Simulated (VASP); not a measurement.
# CO2 (P-3m1) in VASP: further runs, part 2 of 2

VASP 6.6.1. The steps go on from the part before.

### 4 Relaxation of cell and atoms, PBEsol

This run uses another cell than the first one, of 8.99 Å³/atom.

Contents of INCAR:

```
  PREC = Accurate
  ENCUT = 600
  EDIFF = 1E-6
  ISMEAR = -1
  SIGMA = 0.02
  LREAL = F
  LASPH = T
  NELM = 100
  ALGO = Normal
  ISIF = 3
  LWAVE = F
  LCHARG = F
  GGA = PS
  IBRION = 2
  NSW = 60
  EDIFFG = -0.02
```

Contents of KPOINTS:

```
Automatic mesh
0
Gamma
  9 9 5
```

Contents of POSCAR:

```
CO2
1.0
    2.6900000000      0.0000000000      0.0000000000
   -1.3450000000      2.3296083362      0.0000000000
    0.0000000000      0.0000000000      4.3040000000
C O
1 2
Direct
    0.0000000000      0.0000000000      0.0000000000
    0.3333333333      0.6666666667      0.2500000000
    0.6666666667      0.3333333333      0.7500000000
```

On the command line:

```sh
cat potpaw_PBE.64/C/POTCAR potpaw_PBE.64/O/POTCAR > POTCAR
mpirun -np 1 vasp_std > vasp.out
```

Wall time 77 s (1 thread of Intel Xeon 6975P-C (Granite Rapids), shared host); peak memory 0.16 GiB.

It converged, with:

* Free energy: -19.3462 eV
* Relaxed volume: 7.65 Å³/atom
* Relaxed cell: a = 2.348 Å, b = 2.348 Å, c = 4.803 Å, α = 90.00°, β = 90.00°, γ = 120.00°
* Space group after relaxing (to 0.1 Å): P-3m1 (No. 164)
* Energy gained by relaxing: 929.6 meV/atom
* Ionic steps: 23
* Pressure after relaxing: 0.2 GPa
* Largest force after relaxing: 0.017 eV/Å
* Band gap on the k mesh: 4.76 eV (least direct gap 5.20 eV)

Forces in eV/Å, atoms in the order of the input:
```
C    0.000  0.000  0.000
O    0.000  0.000 -0.017
O    0.000  0.000  0.017
```

Stress tensor (GPa, compression positive):
```
0.22 0.00 0.00
0.00 0.22 0.00
0.00 0.00 0.07
```

The path:
```
step  energy change (eV)  largest force (eV/Å)  pressure (GPa)  volume (Å³)
   1              0.0000                4.5906          -52.61        26.97
   2             -1.5335                6.7683           78.49        17.01
   3             -2.4939                0.0882           -8.57        19.93
   4             -2.5005                0.3890           -5.08        19.74
   5             -2.5010                0.5990           -2.60        19.61
   6             -2.6041                0.7159           17.31        18.60
   7             -2.6369                0.2626           10.08        18.92
   8             -2.6862                0.8792           -0.19        19.78
   9             -2.6906                1.1328           -3.95        20.15
  10             -2.7206                0.7740           -3.43        20.43
  11             -2.7540                0.0305           -1.75        21.00
  12             -2.7574                0.3119           -0.78        21.27
  13             -2.7721                0.1766            0.15        21.49
  14             -2.7824                0.0560            2.10        21.87
  15             -2.7824                0.0726            2.23        21.89
  16             -2.7851                0.1312            0.77        22.19
  17             -2.7866                0.2202           -1.47        22.69
  18             -2.7881                0.0398           -0.97        22.88
  19             -2.7882                0.0165           -0.79        22.94
  20             -2.7887                0.0285           -0.07        22.92
  21             -2.7888                0.0372            0.41        22.91
  22             -2.7888                0.0245            0.11        22.94
  23             -2.7888                0.0169            0.17        22.94
```

Final structure:
```
CELL_PARAMETERS angstrom
2.34819 0.00000 0.00000
-1.17410 2.03359 0.00000
0.00000 0.00000 4.80312
ATOMIC_POSITIONS crystal
C 0.00000 0.00000 0.00000
O 0.33333 0.66667 0.18213
O 0.66667 0.33333 0.81787
```

Levels at points of the mesh, in eV from the valence-band top:
```
           k point  band 5  band 6  band 7  band 8  band 9  band 10  band 11  band 12
(0.00, 0.00, 0.00)   -1.74   -0.74   -0.52   -0.52    6.30     6.31     7.19     7.19
```

Caveat: the PAW data sets were made with another functional, which shifts forces and pressure a little; an odd mesh through Γ misses points on the zone boundary, where band edges can lie.

### 5 Relaxation of cell and atoms, PBEsol

Contents of INCAR:

```
SYSTEM = CO2
PREC     = Accurate       ! precision mode
ENCUT    = 600            ! plane-wave cutoff, eV
EDIFF    = 1E-6           ! SCF threshold, eV
ISMEAR   = -1             ! smearing method
SIGMA    = 0.02           ! smearing width, eV
LREAL    = .FALSE.        ! projectors in reciprocal space
LASPH    = .TRUE.         ! aspherical terms in the spheres
NELM     = 100            ! most SCF steps
ALGO     = Normal         ! electronic algorithm
ISIF     = 3              ! what is computed and relaxed
LWAVE    = .FALSE.        ! write WAVECAR
LCHARG   = .FALSE.        ! write CHGCAR
GGA      = PS             ! functional
IBRION   = 2              ! ionic algorithm
NSW      = 60             ! ionic steps
EDIFFG   = -0.02          ! ionic threshold
```

Contents of KPOINTS:

```
regular mesh
0
G
  11 11 4
  0 0 0
```

Contents of POSCAR:

```
CO2
1.0
    2.3454505839      0.0000000000      0.0000000000
   -1.1727252920      2.0312197890      0.0000000000
    0.0000000000      0.0000000000      5.4763013968
C O
1 2
Direct
    0.0000000000      0.0000000000      0.0000000000
    0.3333333333      0.6666666667      0.1596461879
    0.6666666667      0.3333333333      0.8403538121
```

Potentials or basis: VASP PAW PBE potentials, release 64 (C, O).

On the command line:

```sh
cat potpaw_PBE.64/C/POTCAR potpaw_PBE.64/O/POTCAR > POTCAR
mpirun -np 1 vasp_std > vasp.out
```

OUTCAR:

```text
SYSTEM = CO2
   PREC = Accurate
   ENCUT = 600
   EDIFF = 1E-6
   ISMEAR = -1
   LREAL = .FALSE.
   LASPH = .TRUE.
   NELM = 100
   ISIF = 3
   GGA = PS
   IBRION = 2
   NSW = 60
   EDIFFG = -0.02

 ion  position               nearest neighbor table
   1  0.000  0.000  0.000-   2 1.61   3 1.61   3 1.61   2 1.61   3 1.61   2 1.61
   2  0.333  0.667  0.160-   1 1.61   1 1.61   1 1.61
   3  0.667  0.333  0.840-   1 1.61   1 1.61   1 1.61

  LATTYP: Found a hexagonal cell.
 ALAT       =     2.3454505839
 C/A-ratio  =     2.3348611283

  Lattice vectors:

 A1 = (   2.3454505839,   0.0000000000,   0.0000000000)
 A2 = (  -1.1727252920,   2.0312197890,   0.0000000000)
 A3 = (   0.0000000000,   0.0000000000,   5.4763013968)

Analysis of symmetry for initial positions (statically):
=====================================================================
 Subroutine PRICEL returns:
 Original cell was already a primitive cell.

 Routine SETGRP: Setting up the symmetry group for a
 hexagonal supercell.

 Subroutine GETGRP returns: Found 12 space group operations
 (whereof 12 operations were pure point group operations)
 out of a pool of 24 trial point group operations.

The static configuration has the point symmetry D_3d.

Analysis of symmetry for dynamics (positions and initial velocities):
=====================================================================
 Subroutine PRICEL returns:
 Original cell was already a primitive cell.

 Routine SETGRP: Setting up the symmetry group for a
 hexagonal supercell.

 Subroutine GETGRP returns: Found 12 space group operations
 (whereof 12 operations were pure point group operations)
 out of a pool of 24 trial point group operations.

The dynamic configuration has the point symmetry D_3d.

 Subroutine INISYM returns: Found 12 space group operations
 (whereof 12 operations are pure point group operations),
 and found     1 'primitive' translations

----------------------------------------------------------------------------------------

                                     Primitive cell

  volume of cell :      26.0898

[... 142 lines left out ...]

  FORCE on cell =-STRESS in cart. coord.  units (eV):
  Direction    XX          YY          ZZ          XY          YZ          ZX
  --------------------------------------------------------------------------------------
  -------------------------------------------------------------------------------------
  Total        0.1362963      0.1362963     -0.0128687     -0.0000000     -0.0000000      0.0000000
  in kB        8.3699736      8.3699736     -0.7902684     -0.0000000     -0.0000000      0.0000000
  external PRESSURE =       5.3165596 kB  Pullay stress =       0.0000000 kB
[... 92 lines left out ...]
  FREE ENERGIE OF THE ION-ELECTRON SYSTEM (eV)
  ---------------------------------------------------
  free  energy   TOTEN  =       -19.3396181109 eV

  energy  without entropy=      -19.3396181109  energy(sigma->0) =      -19.33961811

 E-fermi :   1.8384     XC(G=0): -10.4433

 val. band max:        1.3710748365   @ k =   0.1818   0.0000   0.0000
 cond. band min:       6.1860093963   @ k =   0.4545  -0.0000   0.0000
 fundamental gap:      4.8149345597
 Fermi energy:         1.8383940119

 k-point     1 :       0.0000    0.0000    0.0000
  band No.  band energies     occupation
      1     -23.2990      2.00000
      2     -17.7038      2.00000
      3      -5.3657      2.00000
      4      -0.3545      2.00000
      5      -0.3545      2.00000
      6       0.4383      2.00000
      7       0.8776      2.00000
      8       0.8776      2.00000
      9       7.6687      0.00000
     10       7.7123      0.00000
     11       8.6127      0.00000
     12       8.6127      0.00000
[... 333 lines left out ...]
      1     -20.0862      2.00000
      2     -16.0706      2.00000
      3      -9.1372      2.00000
      4      -6.0841      2.00000
      5      -3.8187      2.00000
      6      -2.2829      2.00000
      7       0.8493      2.00000
      8       1.0978      2.00000
      9       6.4856      0.00000
     10       9.8386      0.00000
     11      11.0238      0.00000
     12      12.1819      0.00000

 [... further k-points ...]

[... ionic steps 4 to 23 ...]

--------------------------------------- Ionic step       24  -------------------------------------------

 number of electron      15.9999999 magnetization

------------------------ aborting loop because EDIFF is reached ----------------------------------------
[... 69 lines left out ...]
--------------------------------------- Ionic step       26  -------------------------------------------

 number of electron      15.9999999 magnetization

 Free energy of the ion-electron system (eV)
  ---------------------------------------------------
  ext. energy  EPLUGINS =         0.00000000
  ---------------------------------------------------
  free energy    TOTEN  =       -19.34556766 eV

  energy without entropy =      -19.34556766  energy(sigma->0) =      -19.34556766

 E-fermi :   2.7819     XC(G=0): -11.1589

 val. band max:        2.3031340651   @ k =   0.1818   0.0000   0.0000
 cond. band min:       7.0865070091   @ k =   0.4545  -0.0000   0.0000
 fundamental gap:      4.7833729441
 Fermi energy:         2.7818642944

 k-point     1 :       0.0000    0.0000    0.0000
  band No.  band energies     occupation
      1     -22.4059      2.00000
      2     -16.8146      2.00000
      3      -4.6537      2.00000
      4       0.5955      2.00000
      5       0.5955      2.00000
      6       1.5249      2.00000
      7       1.8205      2.00000
      8       1.8205      2.00000
      9       8.6382      0.00000
     10       8.6539      0.00000
     11       9.5329      0.00000
     12       9.5329      0.00000
[... 375 lines left out ...]
  FREE ENERGIE OF THE ION-ELECTRON SYSTEM (eV)
  ---------------------------------------------------
  free  energy   TOTEN  =       -19.3455676623 eV

  energy  without entropy=      -19.3455676623  energy(sigma->0) =      -19.34556766

 reached required accuracy - stopping structural energy minimisation
```

OSZICAR:

```text
N       E                     dE             d eps       ncg     rms          rms(c)
DAV:   1     0.840882913198E+02    0.84088E+02   -0.10153E+04  1400   0.146E+03
DAV:   2    -0.161294475622E+02   -0.10022E+03   -0.88923E+02  1820   0.285E+02
DAV:   3    -0.204395833252E+02   -0.43101E+01   -0.42583E+01  1712   0.631E+01
DAV:   4    -0.204923705050E+02   -0.52787E-01   -0.52403E-01  1656   0.757E+00
[... 205 lines left out ...]
DAV:   1    -0.193460245869E+02   -0.62784E-03   -0.13644E-02  1568   0.130E+00    0.165E-01
DAV:   2    -0.193456273763E+02    0.39721E-03   -0.98102E-04  1496   0.367E-01    0.515E-02
DAV:   3    -0.193455775503E+02    0.49826E-04   -0.92248E-05  1648   0.102E-01    0.238E-02
DAV:   4    -0.193455678048E+02    0.97455E-05   -0.31939E-05  1744   0.525E-02    0.350E-03
DAV:   5    -0.193455676623E+02    0.14250E-06   -0.54980E-07   892   0.937E-03
  26 F= -.19345568E+02 E0= -.19345568E+02  d E =-.346014E-03
```

CONTCAR:

```text
CO2
   1.00000000000000
     2.3482016168372288   -0.0000000000000616    0.0000000000000002
    -1.1741008084687268    2.0336022534103875    0.0000000000000000
     0.0000000000000006   -0.0000000000000004    4.9099982745167168
  C               O
     1     2
Direct
     0.0000000000000000    0.0000000000000000    0.0000000000000000
     0.3333333332999970    0.6666666667000030    0.1781146697507808
     0.6666666667000030    0.3333333332999970    0.8218853302492193

  0.00000000E+00  0.00000000E+00  0.00000000E+00
  0.00000000E+00  0.00000000E+00  0.00000000E+00
  0.00000000E+00  0.00000000E+00  0.00000000E+00
```

Run time: 1.8 min. Hardware: 1 thread of Intel Xeon 6975P-C (Granite Rapids), shared host; peak memory 0.16 GiB.

What came out:

```yaml
Free_energy: -19.3456 eV
Relaxed_volume: 7.82 Å³/atom
Relaxed_cell: a = 2.348 Å, b = 2.348 Å, c = 4.910 Å, α = 90.00°, β = 90.00°, γ = 120.00°
Space_group_after_relaxing_to_0.1_Å: P-3m1 (No. 164)
Energy_gained_by_relaxing: 2.0 meV/atom
Ionic_steps: 26
Pressure_after_relaxing: 0.0 GPa
Band_gap_on_the_k_mesh: 4.78 eV (least direct gap 5.19 eV)
```

Step by step:
```csv
step,energy change (eV),largest force (eV/Å),pressure (GPa),volume (Å³)
1,0.0000,0.0416,0.53,26.09
2,0.0000,0.0496,-0.87,26.20
3,-0.0002,0.0055,-0.18,26.15
4,-0.0003,0.0360,-0.17,26.13
5,-0.0003,0.0454,-0.17,26.13
6,-0.0003,0.0473,-0.17,26.11
7,-0.0004,0.0539,-0.20,26.07
8,-0.0006,0.0669,-0.23,26.00
9,-0.0010,0.0920,-0.26,25.84
10,-0.0016,0.1491,-0.31,25.54
11,-0.0015,0.2848,-0.29,24.92
12,-0.0015,0.2842,-0.29,24.92
13,-0.0015,0.2824,-0.29,24.90
14,-0.0016,0.2803,-0.33,24.87
15,-0.0018,0.2760,-0.38,24.81
16,-0.0022,0.2666,-0.46,24.69
17,-0.0027,0.2518,-0.60,24.44
18,-0.0032,0.2377,-0.80,23.96
19,-0.0005,0.2675,-0.81,22.98
20,-0.0024,0.2870,-0.60,23.76
21,-0.0035,0.2268,-0.69,23.72
22,-0.0055,0.0472,-0.92,23.60
23,-0.0037,0.3082,-1.34,23.37
24,-0.0058,0.0465,-1.04,23.54
25,-0.0060,0.0321,-0.72,23.51
26,-0.0061,0.0017,0.02,23.45
```

Final structure:
```
C O
1.0
     2.34820    0.00000    0.00000
    -1.17410    2.03360    0.00000
     0.00000    0.00000    4.91000
C O
1 2
Direct
  0.00000 0.00000 0.00000
  0.33333 0.66667 0.17811
  0.66667 0.33333 0.82189
```

Levels at points of the mesh, in eV from the valence-band top:
```tsv
k point	band 5	band 6	band 7	band 8	band 9	band 10	band 11	band 12
(0.00, 0.00, 0.00)	-1.71	-0.78	-0.48	-0.48	6.34	6.35	7.23	7.23
(0.00, 0.00, 0.50)	-1.71	-1.71	-0.48	-0.48	6.33	6.93	7.22	7.22
```

Caveat: the PAW data sets were made with another functional, which shifts forces and pressure a little; an odd mesh through Γ misses points on the zone boundary, where band edges can lie.

### 6 Summary

| task | cell | k mesh | cutoff (eV) | gap on the mesh (eV) | pressure (GPa) | relaxed volume (Å³/atom) | largest force (eV/Å) |
| --- | --- | --- | --- | --- | --- | --- | --- |
| single point | a = 2.345, b = 2.345, c = 5.476 Å, angles 90.0, 90.0, 120.0°, 3 atoms, atomic positions A | 9 × 9 × 5 | 520 | 4.85 | 0.8 | - | 0.05 |
| single point | a = 2.345, b = 2.345, c = 5.476 Å, angles 90.0, 90.0, 120.0°, 3 atoms, atomic positions A | 11 × 11 × 4 | 520 | 4.81 | 0.8 | - | 0.05 |
| relaxation of cell and atoms | relaxed from a = 2.690, b = 2.690, c = 4.304 Å, angles 90.0, 90.0, 120.0°, 3 atoms, atomic positions B | 9 × 9 × 5 | 600 | 4.76 | 0.2 | 7.65 | 0.02 |
| relaxation of cell and atoms | relaxed from a = 2.345, b = 2.345, c = 5.476 Å, angles 90.0, 90.0, 120.0°, 3 atoms, atomic positions A | 11 × 11 × 4 | 600 | 4.78 | 0.0 | 7.82 | - |

Alike in all rows: level PBEsol; potentials or basis VASP PAW PBE potentials, release 64 (C, O); no spin polarisation; smearing fermi-dirac 0.02 eV.

Caveats: the PAW data sets were made with another functional, which shifts forces and pressure a little; an odd mesh through Γ misses points on the zone boundary, where band edges can lie; this functional lacks dispersion, which binds the layers, so the pressure and a relaxed spacing across them are unreliable (at least some runs).

Total energies depend on the potentials used, so only differences within one code and one set of settings carry meaning.
